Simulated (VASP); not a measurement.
# Al2BAs2 (I4/mmm) in VASP: further runs, part 2 of 2

VASP 6.6.1. The steps go on from the part before.

## (3) Single point, PBE

This run uses another cell than the first one, of 19.47 Å³/atom.

Input file INCAR:

```
PREC = Accurate
ENCUT = 520
EDIFF = 1E-6
ISMEAR = 0
SIGMA = 0.1
LREAL = False
LASPH = True
NELM = 60
ALGO = Normal
ISIF = 2
LWAVE = False
LCHARG = False
GGA = PE
NBANDS = 18
```

Input file KPOINTS:

```
regular mesh
0
Gamma
  6 6 6
```

Input file POSCAR:

```
Al2BAs2
1.0
   -1.9534425482      1.9534425482      6.3787976375
    1.9534425482     -1.9534425482      6.3787976375
    1.9534425482      1.9534425482     -6.3787976375
Al B As
2 1 2
Direct
    0.2500000000      0.7500000000      0.5000000000
    0.7500000000      0.2500000000      0.5000000000
    0.0000000000      0.0000000000      0.0000000000
    0.6186879302      0.6186879302      0.0000000000
    0.3813120698      0.3813120698      0.0000000000
```

Potentials or basis: VASP PAW PBE potentials, release 64 (Al, B, As).

Run with:

```bash
$ cat potpaw_PBE.64/Al/POTCAR potpaw_PBE.64/B/POTCAR potpaw_PBE.64/As/POTCAR > POTCAR
$ mpirun -np 1 vasp_std > vasp.out
```

OUTCAR:

```text
PREC = Accurate
   ENCUT = 520
   EDIFF = 1E-6
   ISMEAR = 0
   LREAL = False
   LASPH = True
   NELM = 60
   ISIF = 2
   GGA = PE

 ion  position               nearest neighbor table
   1  0.250  0.750  0.500-   4 2.57   5 2.57   5 2.57   4 2.57   2 2.76   2 2.76   2 2.76   2 2.76

   2  0.750  0.250  0.500-   4 2.57   5 2.57   5 2.57   4 2.57   1 2.76   1 2.76   1 2.76   1 2.76

   3  0.000  0.000  0.000-
   4  0.619  0.619  0.000-   1 2.57   2 2.57   1 2.57   2 2.57
   5  0.381  0.381  0.000-   1 2.57   2 2.57   1 2.57   2 2.57

  LATTYP: Found a body centered tetragonal cell.
 ALAT       =     3.9068850964
 C/A-ratio  =     3.2654134842

  Lattice vectors:

 A1 = (  -1.9534425482,   1.9534425482,   6.3787976375)
 A2 = (   1.9534425482,  -1.9534425482,   6.3787976375)
 A3 = (   1.9534425482,   1.9534425482,  -6.3787976375)

Analysis of symmetry for initial positions (statically):
=====================================================================
 Subroutine PRICEL returns:
 Original cell was already a primitive cell.

 Routine SETGRP: Setting up the symmetry group for a
 body centered tetragonal supercell.

 Subroutine GETGRP returns: Found 16 space group operations
 (whereof 16 operations were pure point group operations)
 out of a pool of 16 trial point group operations.

The static configuration has the point symmetry D_4h.

Analysis of symmetry for dynamics (positions and initial velocities):
=====================================================================
 Subroutine PRICEL returns:
 Original cell was already a primitive cell.

 Routine SETGRP: Setting up the symmetry group for a
 body centered tetragonal supercell.

 Subroutine GETGRP returns: Found 16 space group operations
 (whereof 16 operations were pure point group operations)
 out of a pool of 16 trial point group operations.

The dynamic configuration has the point symmetry D_4h.

 Subroutine INISYM returns: Found 16 space group operations
 (whereof 16 operations are pure point group operations),
 and found     1 'primitive' translations

----------------------------------------------------------------------------------------

                                     Primitive cell

  volume of cell :      97.3644

  direct lattice vectors                    reciprocal lattice vectors
    -1.953442548  1.953442548  6.378797637     0.000000000  0.255958385  0.078384678
     1.953442548 -1.953442548  6.378797637     0.255958385  0.000000000  0.078384678
     1.953442548  1.953442548 -6.378797637     0.255958385  0.255958385  0.000000000

  length of vectors
     6.951326124  6.951326124  6.951326124     0.267691712  0.267691712  0.361979820

  position of ions in fractional coordinates (direct lattice)
     0.250000000  0.750000000  0.500000000
     0.750000000  0.250000000  0.500000000
     0.000000000  0.000000000  0.000000000
     0.618687930  0.618687930  0.000000000
     0.381312070  0.381312070  0.000000000

  ion indices of the primitive-cell ions
   primitive index   ion index
                 1           1
                 2           2
                 3           3
                 4           4
                 5           5

[... 25 lines left out ...]

 Following reciprocal coordinates:
            Coordinates               Weight
  0.000000  0.000000  0.000000      1.000000
  0.166667 -0.000000  0.000000      8.000000
  0.333333  0.000000  0.000000      8.000000
  0.500000 -0.000000  0.000000      4.000000
  0.166667  0.166667  0.000000      8.000000
  0.333333  0.166667  0.000000     16.000000
[... 16 lines left out ...]
 -0.333333 -0.333333  0.166667      8.000000
 -0.166667 -0.333333  0.166667      8.000000
 [... further k-points ...]
   k-points           NKPTS =     30   k-points in BZ     NKDIM =     30   number of bands    NBANDS=     18
   number of dos      NEDOS =    301   number of ions     NIONS =      5
   total plane-waves  NPLWV = 157464
   dimension x,y,z NGX =    54 NGY =   54 NGZ =   54
   dimension x,y,z NGXF=   108 NGYF=  108 NGZF=  108
   ions per type =               2   1   2
   NGX,Y,Z   is equivalent  to a cutoff of  12.91, 12.91, 12.91 a.u.
   NGXF,Y,Z  is equivalent  to a cutoff of  25.83, 25.83, 25.83 a.u.
 SYSTEM =  unknown system
   PREC   = accura    normal or accurate (medium, high low for compatibility)
   ISTART =      0    job   : 0-new  1-cont  2-samecut
   ICHARG =      2    charge: 1-file 2-atom 10-const
   ISPIN  =      1    spin polarized calculation?
   LNONCOLLINEAR =      F non collinear calculations
   LSORBIT =      F    spin-orbit coupling
   LASPH  =      T    aspherical Exc in radial PAW
   ENCUT  =  520.0 eV  38.22 Ry    6.18 a.u.  12.92 12.92 12.92*2*pi/ulx,y,z
   NELM   =     60;   NELMIN=  2; NELMDL= -5     # of ELM steps
   EDIFF  = 0.1E-05   stopping-criterion for ELM
   LREAL  =      F    real-space projection
   EDIFFG = 0.1E-04   stopping-criterion for IOM
   NSW    =      0    number of steps for IOM
   IBRION =     -1    ionic relax: 0-MD 1-quasi-New 2-CG
   NFREE  =      0    steps in history (QN), initial steepest desc. (CG)
   ISIF   =      2    stress and relaxation
   ISYM   =      2    0-nonsym 1-usesym 2-fastsym
   POTIM  = 0.5000    time-step for ionic-motion
   TEBEG  =    0.0;   TEEND  =   0.0 temperature during run
   PSTRESS=    0.0 pullay stress
   NELECT =      19.0000    total number of electrons
   NUPDOWN=      -1.0000    fix difference up-down
   EMIN   =  10.00;   EMAX   =-10.00  energy-range for DOS
   EFERMI =   0.00;   METHOD = LEGACY
   ISMEAR =     0;   SIGMA  =   0.10  broadening in eV -4-tet -1-fermi 0-gaus
   EFERMI_NEDOS =   21; number of points for ismear=-14 and -15
   IALGO  =     38    algorithm
   IMIX   =      4    mixing-type and parameters
     AMIX     =   0.40;   BMIX     =  1.00
     AMIX_MAG =   1.60;   BMIX_MAG =  1.00
  volume/ion in A,a.u.               =      19.47       131.41
  Fermi-wavevector in a.u.,A,eV,Ry     =   0.949568  1.794423 12.268089  0.901679
  Thomas-Fermi vector in A             =   2.077863
   LORBIT       =      0    0 simple, 1 ext, 2 COOP (PROOUT), +10 PAW based schemes
   GGA     = PE    functional components
   LHFCALC =     F    Hartree Fock is set to
   AEXX    =    0.0000 exact exchange contribution
   IVDW    =     0    specifies the selected vdW correction
   LEPSILON=     F    determine dielectric tensor
   LRPA    =     F    only Hartree local field effects (RPA)
 non-spin polarized calculation
 Gauss-broadening in eV      SIGMA  =   0.10
  energy-cutoff  :      520.00
  volume of cell :       97.36
 maximum number of plane-waves:      2640
 NGX is ok and might be reduce to    54
   NGX = 25   NGY = 25   NGZ = 25

 number of electron      19.0000000 magnetization

 Free energy of the ion-electron system (eV)
  ---------------------------------------------------
  ext. energy  EPLUGINS =         0.00000000
  ---------------------------------------------------
  free energy    TOTEN  =       -19.62923030 eV

  energy without entropy =      -19.61557544  energy(sigma->0) =      -19.62240287

 E-fermi :   5.2216     XC(G=0):  -9.6078

 val. band max:        5.1748894086   @ k =  -0.1667   0.1667   0.1667
 cond. band min:       5.2414586363   @ k =   0.1667   0.1667   0.1667
 fundamental gap:      0.0665692278
 Fermi energy:         5.2216088728

 k-point     1 :       0.0000    0.0000    0.0000
  band No.  band energies     occupation
      1      -8.0752      2.00000
      2      -6.0311      2.00000
      3      -2.4905      2.00000
      4       1.0744      2.00000
      5       2.1280      2.00000
      6       2.1280      2.00000
[... 481 lines left out ...]
      5       1.1496      2.00000
      6       2.1334      2.00000
[... 10 lines left out ...]
     17       9.3748      0.00000
     18       9.8986      0.00000

 [... further k-points ...]

------------------------ aborting loop because EDIFF is reached ----------------------------------------

  FORCE on cell =-STRESS in cart. coord.  units (eV):
  Direction    XX          YY          ZZ          XY          YZ          ZX
  --------------------------------------------------------------------------------------
  -------------------------------------------------------------------------------------
  Total        0.0506575      0.0506575      0.0037241      0.0000000      0.0000000      0.0000000
  in kB        0.8335935      0.8335935      0.0612823      0.0000000      0.0000000      0.0000000
  external PRESSURE =       0.5761565 kB  Pullay stress =       0.0000000 kB

 VOLUME and BASIS-vectors are now :
 -----------------------------------------------------------------------------
  energy-cutoff  :      520.00
  volume of cell :       97.36
      direct lattice vectors                 reciprocal lattice vectors
    -1.953442548  1.953442548  6.378797637     0.000000000  0.255958385  0.078384678
     1.953442548 -1.953442548  6.378797637     0.255958385  0.000000000  0.078384678
     1.953442548  1.953442548 -6.378797637     0.255958385  0.255958385  0.000000000

 POSITION                                       TOTAL-FORCE (eV/Angst)
 -----------------------------------------------------------------------------------
      1.95344      0.00000      3.18940        -0.000000     -0.000000     -0.000000
      0.00000      1.95344      3.18940        -0.000000     -0.000000      0.000000
      0.00000      0.00000      0.00000        -0.000000     -0.000000      0.000000
      0.00000      0.00000      7.89297         0.000000      0.000000     -0.024423
      0.00000      0.00000      4.86463         0.000000      0.000000      0.024423
 -----------------------------------------------------------------------------------
    total drift:                                0.000000      0.000000      0.000000

  FREE ENERGIE OF THE ION-ELECTRON SYSTEM (eV)
  ---------------------------------------------------
  free  energy   TOTEN  =       -19.6292303006 eV

  energy  without entropy=      -19.6155754448  energy(sigma->0) =      -19.62240287
```

stdout:

```text
POSCAR found type information on POSCAR AlB As
 POSCAR found :  3 types and       5 ions
 scaLAPACK will be used
 LDA part: xc-table for (Slater+PW92), standard interpolation
 POSCAR, INCAR and KPOINTS ok, starting setup
 FFT: planning ... GRIDC
 FFT: planning ... GRID_SOFT
 FFT: planning ... GRID
 WAVECAR not read
 entering main loop
```

It took 3.3 min on 1 thread of Intel Xeon 8259CL, shared host; peak memory 0.41 GiB.

What came out:

| Property | Result |
| --- | --- |
| Free energy | -19.6292 eV |
| Pressure | 0.1 GPa |
| Largest force | 0.024 eV/Å |
| Band gap on the k mesh | zero (an odd number of electrons rules out a gap without spin polarisation) |

Forces on the atoms (eV/Å):
```
Al   0.000  0.000  0.000
Al   0.000  0.000  0.000
B    0.000  0.000  0.000
As   0.000  0.000 -0.024
As   0.000  0.000  0.024
```

Stress tensor (GPa, compression positive):
```
0.08 0.00 0.00
0.00 0.08 0.00
0.00 0.00 0.01
```

Levels at points of the mesh, in eV from the Fermi level:
```
           k point  band 7  band 8  band 9  band 10  band 11  band 12
(0.00, 0.00, 0.00)   -1.93   -1.93   -1.65     0.29     0.57     2.18
(0.50, 0.00, 0.00)   -1.88   -1.58   -1.24     0.05     1.04     1.44
(0.50, 0.50, 0.00)   -4.55   -3.54   -3.30    -1.40    -0.07     0.75
(0.50, 0.50, 0.50)   -2.34   -0.88   -0.88     0.09     0.15     0.59
```

## (4) Single point, PBE

This run uses another cell than the first one, of 19.43 Å³/atom.

Input file INCAR:

```
SYSTEM = Al2BAs2
  ALGO = Normal
  EDIFF = 1E-6
  ENCUT = 520
  GGA = PE
  ISIF = 2
  ISMEAR = 0
  LASPH = .TRUE.
  LCHARG = .FALSE.
  LREAL = .FALSE.
  LWAVE = .FALSE.
  NBANDS = 18
  NELM = 80
  PREC = Accurate
  SIGMA = 0.1
```

Input file KPOINTS:

```
k-points
0
G
  14 14 14
  0 0 0
```

Input file POSCAR:

```
Al2BAs2
1.0
   -1.9477278927      1.9477278927      6.4011040895
    1.9477278927     -1.9477278927      6.4011040895
    1.9477278927      1.9477278927     -6.4011040895
Al B As
2 1 2
Direct
    0.2500000000      0.7500000000      0.5000000000
    0.7500000000      0.2500000000      0.5000000000
    0.0000000000      0.0000000000      0.0000000000
    0.6189315906      0.6189315906      0.0000000000
    0.3810684094      0.3810684094      0.0000000000
```

Run with:

```bash
$ cat potpaw_PBE.64/Al/POTCAR potpaw_PBE.64/B/POTCAR potpaw_PBE.64/As/POTCAR > POTCAR
$ mpirun -np 1 vasp_std > vasp.out
```

It took 29 min on 1 thread of Intel Xeon 8259CL, shared host; peak memory 0.71 GiB.

It converged, with:

| Item | Value |
| --- | --- |
| Free energy | -19.6379 eV |
| Pressure | 0.1 GPa |
| Largest force | 0.038 eV/Å |
| Band gap on the k mesh | zero (an odd number of electrons rules out a gap without spin polarisation) |

Forces on the atoms (eV/Å):
```
Al   0.000  0.000  0.000
Al   0.000  0.000  0.000
B    0.000  0.000  0.000
As   0.000  0.000 -0.038
As   0.000  0.000  0.038
```

Stress tensor (GPa, compression positive):
```
0.08 0.00 0.00
0.00 0.08 0.00
0.00 0.00 0.19
```

Levels at points of the mesh, in eV from the Fermi level:
| k point | band 5 | band 6 | band 7 | band 8 | band 9 | band 10 | band 11 | band 12 | band 13 | band 14 |
| --- | --- | --- | --- | --- | --- | --- | --- | --- | --- | --- |
| (0.00, 0.00, 0.00) | -3.06 | -3.06 | -1.88 | -1.88 | -1.64 | 0.36 | 0.57 | 2.22 | 2.22 | 2.52 |
| (0.50, 0.00, 0.00) | -4.68 | -4.01 | -1.83 | -1.54 | -1.24 | 0.09 | 1.10 | 1.49 | 2.19 | 2.58 |
| (0.50, 0.50, 0.00) | -5.41 | -4.57 | -4.52 | -3.53 | -3.30 | -1.38 | -0.05 | 0.75 | 0.91 | 2.37 |
| (0.50, 0.50, 0.50) | -3.38 | -3.38 | -2.27 | -0.86 | -0.86 | 0.13 | 0.23 | 0.60 | 0.89 | 0.89 |

## (5) The runs side by side

| cell | k mesh | gap on the mesh (eV) | pressure (GPa) | largest force (eV/Å) |
| --- | --- | --- | --- | --- |
| a = 5.552 Å, angles 138.5, 138.5, 60.2°, 5 atoms, atomic positions A | 6 × 6 × 6 | none | 38.2 | 4.72 |
| a = 6.951 Å, angles 147.4, 147.4, 46.8°, 5 atoms, atomic positions B | 6 × 6 × 6 | none | 0.1 | 0.02 |
| a = 6.969 Å, angles 147.5, 147.5, 46.6°, 5 atoms, atomic positions C | 14 × 14 × 14 | none | 0.1 | 0.04 |

Alike in all rows: task single point; level PBE; potentials or basis VASP PAW PBE potentials, release 64 (Al, B, As); no spin polarisation; cutoff (eV) 520; smearing gaussian 0.1 eV.

Caveats: the stress differs along the axes, from 28 to 43 GPa (at least some runs); forces of over 1 eV/Å act on the atoms, so gaps and moduli don't describe the material at rest (at least some runs).

Total energies depend on the potentials used, so only differences within one code and one set of settings carry meaning.

The gap in the log of VASP goes by the Fermi energy; the results here count the filled bands.